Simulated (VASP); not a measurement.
## Na: relaxation of cell and atoms with r2SCAN

The system is Na.

```
Na
1.0
     3.44052    0.00000    0.00000
     0.00000    3.44052    0.00000
     0.00000    0.00000    3.44052
Na
1
Direct
  0.00000 0.00000 0.00000
```

This isn't the form of Na at room conditions, which is bcc.

* Program: VASP 6.6.1
* Task: relaxation of cell and atoms
* Functional: r2SCAN
* Potentials or basis: VASP PAW PBE potentials, release 64 (Na_pv)
* Cutoff: 600 eV
* k mesh: 9 × 9 × 9
* Occupations: fermi-dirac, width 0.1 eV
* Spin: no spin polarisation
* Dipole correction: no
* Further INCAR settings: ALGO = Normal; EDIFF = 1e-06; IBRION = 2; EDIFFG = -0.01; NSW = 80; ISIF = 3

The relaxed volume is 39.90 Å³/atom. The relaxed cell is a = 3.417 Å, b = 3.417 Å, c = 3.417 Å, α = 90.00°, β = 90.00°, γ = 90.00°. The space group after relaxing (to 0.1 Å) is Pm-3m (No. 221), the energy gained by relaxing is 0.8 meV/atom and the ionic steps are 4. The pressure after relaxing is 0.0 GPa and the band gap on the k mesh is zero (an odd number of electrons rules out a gap without spin polarisation).

The path:
```tsv
step	energy change (eV)	largest force (eV/Å)	pressure (GPa)	volume (Å³)
1	0.0000	0.0000	-0.22	40.73
2	-0.0004	0.0000	-0.15	40.40
3	-0.0008	0.0000	0.04	39.77
4	-0.0008	0.0000	0.00	39.90
```

Final structure:
```
Na
1.0
     3.41724    0.00000    0.00000
     0.00000    3.41724    0.00000
     0.00000    0.00000    3.41724
Na
1
Cartesian
  0.0000 0.0000 0.0000
```

Levels at points of the mesh, in eV from the Fermi level:
```csv
k point,band 1,band 2,band 3,band 4,band 5,band 6,band 7
"(0.00, 0.00, 0.00)",-26.25,-26.25,-26.25,-3.32,8.66,8.66,10.34
```

Wall time 4.2 min on 1 thread of AMD EPYC 7R13 (shared host), peak memory 0.13 GiB.

Caveat: the PAW data sets were made with another functional, which shifts forces and pressure a little.
